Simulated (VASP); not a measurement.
Runs of VASP 6.6.1 on CuO. It takes space group F-43m (No. 216, cubic). Conventional cell: a = 4.655 Å, b = 4.655 Å, c = 4.655 Å, α = 90.00°, β = 90.00°, γ = 90.00°. Within 2.7 Å of Cu (site symmetry -43m) lie 4 O at 2.02 Å. Within 2.7 Å of O (site symmetry -43m) lie 4 Cu at 2.02 Å. 

| spin | fixed moment (μB) | gap on the mesh (eV) | pressure (GPa) | moment (μB) |
| --- | --- | --- | --- | --- |
| collinear, ferromagnetic start | 1.0 | - | (b) | 1.00 |
| off | - | none | -16.5 | - |
| collinear, ferromagnetic start | - | none | -15.2 | (a) |
| collinear, ferromagnetic start | 0.75 | - | -15.6 | 0.75 |

Alike in all rows: task single point; level PBEsol+U; potentials or basis VASP PAW PBE potentials, release 64 (Cu, O); Cu d U = 4.0 eV; cell as given; k mesh 7 × 7 × 7; cutoff (eV) 520; smearing gaussian 0.05 eV.

Question: Estimate the missing entries.

Answer: (a) 0.88; (b) -14.8.

Caveats: the PAW data sets were made with another functional, which shifts forces and pressure a little; a cell with one magnetic atom can't hold antiferromagnetic order, which such compounds often take (some runs); the total moment is fixed, so each spin has its own Fermi level (some runs); an odd number of electrons without spin polarisation forces a metal (some runs); a magnetic or distorted state may lie lower (some runs); U without spin polarisation on a metal has little footing (some runs).

A gap of «none» marks levels without a gap at the run's occupations.
